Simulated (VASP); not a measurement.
# Mg (P6_3/mmc) in VASP: notebook

Runs on Mg. Level: LDA. Tasks: single point.

Program: VASP 6.6.1. These are calculated values, not measurements. Logs are shortened: lines on timing, memory, paths and dates and some standing lists are left out, and cuts for length are marked.

**1. The cell of the first run**

Symmetry: P6_3/mmc, No. 194, hexagonal system. Conventional cell: a = 3.133 Å, b = 3.133 Å, c = 5.085 Å, α = 90.00°, β = 90.00°, γ = 120.00°. Within 4.1 Å of Mg (site symmetry -6m2) lie 12 Mg at 3.12 to 3.13 Å.

**2. Single point, LDA**

Contents of INCAR:

```
ALGO = Normal ; EDIFF = 1E-6
ENCUT = 520 ; ISIF = 2
ISMEAR = 1 ; LASPH = True
LCHARG = True ; LELF = True
LREAL = False ; LVHAR = True
LWAVE = False ; NBANDS = 9
NELM = 80 ; PREC = Accurate
SIGMA = 0.03
```

Contents of KPOINTS:

```
k-points
0
Gamma
  12 12 6
```

Contents of POSCAR:

```
Mg
1.0
    3.1325008903      0.0000000000      0.0000000000
   -1.5662504451      2.7128253484      0.0000000000
    0.0000000000      0.0000000000      5.0848940941
Mg
2
Direct
    0.3333333333      0.6666666667      0.2500000000
    0.6666666667      0.3333333333      0.7500000000
```

Potentials or basis: VASP PAW LDA potentials, release 64 (Mg).

Started as:

```
> cat potpaw_LDA.64/Mg/POTCAR > POTCAR
> mpirun -np 1 vasp_std > vasp.out
```

OUTCAR:

```text
EDIFF = 1E-6
   ENCUT = 520
   ISIF = 2
   ISMEAR = 1
   LASPH = True
   LREAL = False
   NELM = 80
   PREC = Accurate

 ion  position               nearest neighbor table
   1  0.333  0.667  0.250-   2 3.12   2 3.12   2 3.12   2 3.12   2 3.12   2 3.12
   2  0.667  0.333  0.750-   1 3.12   1 3.12   1 3.12   1 3.12   1 3.12   1 3.12

  LATTYP: Found a hexagonal cell.
 ALAT       =     3.1325008903
 C/A-ratio  =     1.6232698001

  Lattice vectors:

 A1 = (   3.1325008903,   0.0000000000,   0.0000000000)
 A2 = (  -1.5662504451,   2.7128253484,   0.0000000000)
 A3 = (   0.0000000000,   0.0000000000,   5.0848940941)

Analysis of symmetry for initial positions (statically):
=====================================================================
 Subroutine PRICEL returns:
 Original cell was already a primitive cell.

 Routine SETGRP: Setting up the symmetry group for a
 hexagonal supercell.

 Subroutine GETGRP returns: Found 24 space group operations
 (whereof 12 operations were pure point group operations)
 out of a pool of 24 trial point group operations.

The static configuration has the point symmetry D_3d.
 The point group associated with its full space group is D_6h.

Analysis of symmetry for dynamics (positions and initial velocities):
=====================================================================
 Subroutine PRICEL returns:
 Original cell was already a primitive cell.

 Routine SETGRP: Setting up the symmetry group for a
 hexagonal supercell.

 Subroutine GETGRP returns: Found 24 space group operations
 (whereof 12 operations were pure point group operations)
 out of a pool of 24 trial point group operations.

The dynamic configuration has the point symmetry D_3d.
 The point group associated with its full space group is D_6h.

 Subroutine INISYM returns: Found 24 space group operations
 (whereof 12 operations are pure point group operations),
 and found     1 'primitive' translations

----------------------------------------------------------------------------------------

                                     Primitive cell

  volume of cell :      43.2111

  direct lattice vectors                    reciprocal lattice vectors
     3.132500890  0.000000000  0.000000000     0.319233748  0.184309690  0.000000000
    -1.566250445  2.712825348  0.000000000     0.000000000  0.368619381  0.000000000
     0.000000000  0.000000000  5.084894094     0.000000000  0.000000000  0.196660930

  length of vectors
     3.132500890  3.132500890  5.084894094     0.368619381  0.368619381  0.196660930

  position of ions in fractional coordinates (direct lattice)
     0.333333333  0.666666667  0.250000000
     0.666666667  0.333333333  0.750000000

  ion indices of the primitive-cell ions
   primitive index   ion index
                 1           1
                 2           2

----------------------------------------------------------------------------------------

 KPOINTS: k-points

Automatic generation of k-mesh.
 Grid dimensions read from file:
 generate k-points for:   12   12    6

 Generating k-lattice:

  Cartesian coordinates                     Fractional coordinates (reciprocal lattice)
     0.026602812  0.015359141  0.000000000     0.083333333  0.000000000  0.000000000
     0.000000000  0.030718282  0.000000000     0.000000000  0.083333333  0.000000000
     0.000000000  0.000000000  0.032776822     0.000000000  0.000000000  0.166666667

  Length of vectors
     0.030718282  0.030718282  0.032776822

  Shift w.r.t. Gamma in fractional coordinates (k-lattice)
     0.000000000  0.000000000  0.000000000

 Subroutine IBZKPT returns following result:
 ===========================================

 Found     76 irreducible k-points:

 Following reciprocal coordinates:
            Coordinates               Weight
  0.000000  0.000000  0.000000      1.000000
  0.083333 -0.000000  0.000000      6.000000
  0.166667 -0.000000  0.000000      6.000000
  0.250000 -0.000000  0.000000      6.000000
  0.333333  0.000000  0.000000      6.000000
  0.416667  0.000000  0.000000      6.000000
[... 16 lines left out ...]
  0.250000 -0.000000  0.166667     12.000000
  0.333333  0.000000  0.166667     12.000000
 [... further k-points ...]
   k-points           NKPTS =     76   k-points in BZ     NKDIM =     76   number of bands    NBANDS=      9
   number of dos      NEDOS =    301   number of ions     NIONS =      2
   total plane-waves  NPLWV =  23040
   dimension x,y,z NGX =    24 NGY =   24 NGZ =   40
   dimension x,y,z NGXF=    48 NGYF=   48 NGZF=   80
   ions per type =               2
   NGX,Y,Z   is equivalent  to a cutoff of  12.74, 12.74, 13.08 a.u.
   NGXF,Y,Z  is equivalent  to a cutoff of  25.47, 25.47, 26.16 a.u.
 SYSTEM =  unknown system
   PREC   = accura    normal or accurate (medium, high low for compatibility)
   ISTART =      0    job   : 0-new  1-cont  2-samecut
   ICHARG =      2    charge: 1-file 2-atom 10-const
   ISPIN  =      1    spin polarized calculation?
   LNONCOLLINEAR =      F non collinear calculations
   LSORBIT =      F    spin-orbit coupling
   LASPH  =      T    aspherical Exc in radial PAW
   ENCUT  =  520.0 eV  38.22 Ry    6.18 a.u.   5.82  5.82  9.45*2*pi/ulx,y,z
   NELM   =     80;   NELMIN=  2; NELMDL= -5     # of ELM steps
   EDIFF  = 0.1E-05   stopping-criterion for ELM
   LREAL  =      F    real-space projection
   EDIFFG = 0.1E-04   stopping-criterion for IOM
   NSW    =      0    number of steps for IOM
   IBRION =     -1    ionic relax: 0-MD 1-quasi-New 2-CG
   NFREE  =      0    steps in history (QN), initial steepest desc. (CG)
   ISIF   =      2    stress and relaxation
   ISYM   =      2    0-nonsym 1-usesym 2-fastsym
   POTIM  = 0.5000    time-step for ionic-motion
   TEBEG  =    0.0;   TEEND  =   0.0 temperature during run
   PSTRESS=    0.0 pullay stress
   NELECT =       4.0000    total number of electrons
   NUPDOWN=      -1.0000    fix difference up-down
   EMIN   =  10.00;   EMAX   =-10.00  energy-range for DOS
   EFERMI =   0.00;   METHOD = LEGACY
   ISMEAR =     1;   SIGMA  =   0.03  broadening in eV -4-tet -1-fermi 0-gaus
   EFERMI_NEDOS =   21; number of points for ismear=-14 and -15
   IALGO  =     38    algorithm
   IMIX   =      4    mixing-type and parameters
     AMIX     =   0.40;   BMIX     =  1.00
     AMIX_MAG =   1.60;   BMIX_MAG =  1.00
  volume/ion in A,a.u.               =      21.61       145.80
  Fermi-wavevector in a.u.,A,eV,Ry     =   0.740565  1.399465  7.461932  0.548437
  Thomas-Fermi vector in A             =   1.834998
   LORBIT       =      0    0 simple, 1 ext, 2 COOP (PROOUT), +10 PAW based schemes
   GGA     = CA    functional components
   LHFCALC =     F    Hartree Fock is set to
   AEXX    =    0.0000 exact exchange contribution
   IVDW    =     0    specifies the selected vdW correction
   LEPSILON=     F    determine dielectric tensor
   LRPA    =     F    only Hartree local field effects (RPA)
 non-spin polarized calculation
 Methfessel and Paxton  Order N= 1 SIGMA  =   0.03
  energy-cutoff  :      520.00
  volume of cell :       43.21
 maximum number of plane-waves:      1182
 NGX is ok and might be reduce to    24
   NGX = 11   NGY = 11   NGZ = 19

 number of electron       4.0000000 magnetization

 Free energy of the ion-electron system (eV)
  ---------------------------------------------------
  ext. energy  EPLUGINS =         0.00000000
  ---------------------------------------------------
  free energy    TOTEN  =        -3.62114599 eV

  energy without entropy =       -3.62127800  energy(sigma->0) =       -3.62118999

 E-fermi :   2.6957     XC(G=0):  -8.8771

 val. band max:        2.6867902743   @ k =   0.3333   0.3333   0.3333
 cond. band min:       2.7173113088   @ k =   0.2500   0.0833   0.0000
 fundamental gap:      0.0305210345
 Fermi energy:         2.6957423382

 k-point     1 :       0.0000    0.0000    0.0000
  band No.  band energies     occupation
      1      -4.3923      2.00000
      2       1.0411      2.00000
      3       1.5208      2.00000
      4      14.0385      0.00000
      5      14.0385      0.00000
      6      14.2073      0.00000
      7      14.2073      0.00000
      8      14.9612      0.00000
      9      16.7339      0.00000

 k-point     2 :       0.0833   -0.0000    0.0000
  band No.  band energies     occupation
      1      -4.2501      2.00000
      2       1.1698      2.00000
      3       1.6587      2.00000
      4      11.7311      0.00000
      5      12.8366      0.00000
      6      13.6726      0.00000
      7      15.5931      0.00000
      8      15.8417      0.00000
      9      16.5341      0.00000

 k-point     3 :       0.1667   -0.0000    0.0000
  band No.  band energies     occupation
      1      -3.8250      2.00000
      2       1.5561      2.00000
      3       2.0664      2.00000
      4       9.1347      0.00000
      5      11.7840      0.00000
      6      12.4046      0.00000
      7      13.9882      0.00000
      8      14.9723      0.00000
      9      16.5350      0.00000

 k-point     4 :       0.2500   -0.0000    0.0000
  band No.  band energies     occupation
      1      -3.1211      2.00000
      2       2.2009      2.00000
      3       2.7175      0.06244
      4       6.7310      0.00000
      5      10.9663      0.00000
      6      11.0393      0.00000
      7      11.5603      0.00000
      8      13.3952      0.00000
      9      15.5276      0.00000

 k-point     5 :       0.3333    0.0000    0.0000
  band No.  band energies     occupation
      1      -2.1449      2.00000
      2       3.1049     -0.00000
      3       3.3910      0.00000
      4       4.7745      0.00000
      5       9.3572      0.00000
      6       9.5279      0.00000
      7      10.3837      0.00000
      8      12.2469      0.00000
      9      14.8572      0.00000

 k-point     6 :       0.4167    0.0000    0.0000
  band No.  band energies     occupation
      1      -0.9060      2.00000
      2       2.2640      2.00000
      3       4.2674      0.00000
      4       5.0794      0.00000
      5       7.4089      0.00000
      6       7.9424      0.00000
      7      10.0348      0.00000
      8      11.6123      0.00000
      9      14.4511      0.00000
[... 169 lines left out ...]
 k-point    21 :       0.0833   -0.0000    0.1667
  band No.  band energies     occupation
      1      -4.0885      2.00000
      2      -0.2984      2.00000
      3       3.4023      0.00000
      4      11.8350      0.00000
      5      12.9660      0.00000
      6      13.4169      0.00000
      7      14.0890      0.00000
      8      15.5007      0.00000
      9      15.7929      0.00000

 k-point    22 :       0.1667   -0.0000    0.1667
  band No.  band energies     occupation
      1      -3.6642      2.00000
      2       0.1067      2.00000
      3       3.7862      0.00000
      4       9.2726      0.00000
      5      11.9165      0.00000
      6      12.1338      0.00000
      7      13.1325      0.00000
      8      14.7164      0.00000
      9      15.0977      0.00000

 k-point    23 :       0.2500   -0.0000    0.1667
  band No.  band energies     occupation
      1      -2.9615      2.00000
      2       0.7760      2.00000
      3       4.3873      0.00000
      4       6.8983      0.00000
      5      10.0761      0.00000
      6      11.0993      0.00000
      7      11.9779      0.00000
      8      14.1093      0.00000
      9      14.3103      0.00000

 k-point    24 :       0.3333    0.0000    0.1667
  band No.  band energies     occupation
      1      -1.9870      2.00000
      2       1.6918      2.00000
      3       4.3619      0.00000
      4       5.6207      0.00000
      5       8.0115      0.00000
      6      10.5166      0.00000
      7      10.7796      0.00000
      8      12.6913      0.00000
      9      13.7171      0.00000

 [... further k-points ...]

------------------------ aborting loop because EDIFF is reached ----------------------------------------

  FORCE on cell =-STRESS in cart. coord.  units (eV):
  Direction    XX          YY          ZZ          XY          YZ          ZX
  --------------------------------------------------------------------------------------
  -------------------------------------------------------------------------------------
  Total        0.0585993      0.0585993     -0.3796972      0.0000000      0.0000000      0.0000000
  in kB        2.1727419      2.1727419    -14.0783895      0.0000000      0.0000000      0.0000000
  external PRESSURE =      -3.2443019 kB  Pullay stress =       0.0000000 kB

 VOLUME and BASIS-vectors are now :
 -----------------------------------------------------------------------------
  energy-cutoff  :      520.00
  volume of cell :       43.21
      direct lattice vectors                 reciprocal lattice vectors
     3.132500890  0.000000000  0.000000000     0.319233748  0.184309690  0.000000000
    -1.566250445  2.712825348  0.000000000     0.000000000  0.368619381  0.000000000
     0.000000000  0.000000000  5.084894094     0.000000000  0.000000000  0.196660930

 POSITION                                       TOTAL-FORCE (eV/Angst)
 -----------------------------------------------------------------------------------
     -0.00000      1.80855      1.27122         0.000000      0.000000      0.000000
      1.56625      0.90428      3.81367        -0.000000     -0.000000      0.000000
 -----------------------------------------------------------------------------------
    total drift:                               -0.000000      0.000000     -0.000000

  FREE ENERGIE OF THE ION-ELECTRON SYSTEM (eV)
  ---------------------------------------------------
  free  energy   TOTEN  =        -3.6211459867 eV

  energy  without entropy=       -3.6212780041  energy(sigma->0) =       -3.62118999
```

Wall time 39 s (1 thread of AMD EPYC 7R13, shared host); peak memory 0.13 GiB.

What came out:

| Item | Value |
| --- | --- |
| Free energy | -3.6211 eV |
| Pressure | -0.3 GPa |
| Band gap on the k mesh | zero (bands 2 and 3 overlap by 2.29 eV) |

**3. Single point, LDA**

Contents of INCAR:

```
SYSTEM = Mg
PREC     = Accurate       ! precision mode
ENCUT    = 520            ! plane-wave cutoff, eV
EDIFF    = 1E-7           ! SCF threshold, eV
ISMEAR   = 1              ! smearing method
SIGMA    = 0.1            ! smearing width, eV
LREAL    = .False.        ! projectors in reciprocal space
LASPH    = .True.         ! aspherical terms in the spheres
NELM     = 80             ! most SCF steps
ALGO     = Normal         ! electronic algorithm
ISIF     = 2              ! what is computed and relaxed
LWAVE    = .False.        ! write WAVECAR
LCHARG   = .True.         ! write CHGCAR
LELF     = .True.         ! ELF
LVHAR    = .True.       
NBANDS   = 9              ! bands
```

Contents of KPOINTS:

```
Automatic mesh
0
Gamma
  12 12 6
  0 0 0
```

POSCAR is that of step 2.

Potentials or basis: VASP PAW LDA potentials, release 64 (Mg).

Started as:

```
> cat potpaw_LDA.64/Mg/POTCAR > POTCAR
> mpirun -np 1 vasp_std > vasp.out
```

Run time: 38 s. Hardware: 1 thread of AMD EPYC 7R13, shared host; peak memory 0.13 GiB.

It converged, with:

* Free energy: -3.6219 eV
* Pressure: -0.3 GPa
* Band gap on the k mesh: zero (bands 2 and 3 overlap by 2.29 eV)

Stress tensor (GPa, compression positive):
```
-0.02  0.00  0.00
 0.00 -0.02  0.00
 0.00  0.00 -0.90
```

Levels at points of the mesh, in eV from the Fermi level:
```csv
k point,band 1,band 2,band 3,band 4,band 5,band 6,band 7
"(0.00, 0.00, 0.00)",-7.10,-1.67,-1.19,11.33,11.33,11.50,11.50
"(0.50, 0.00, 0.00)",-2.14,-2.11,2.83,3.17,3.49,3.91,7.21
"(0.00, 0.00, 0.50)",-5.65,-5.65,5.28,5.28,12.08,12.08,12.08
"(0.50, 0.00, 0.50)",-1.06,-1.06,-0.37,-0.37,8.33,8.33,8.41
```
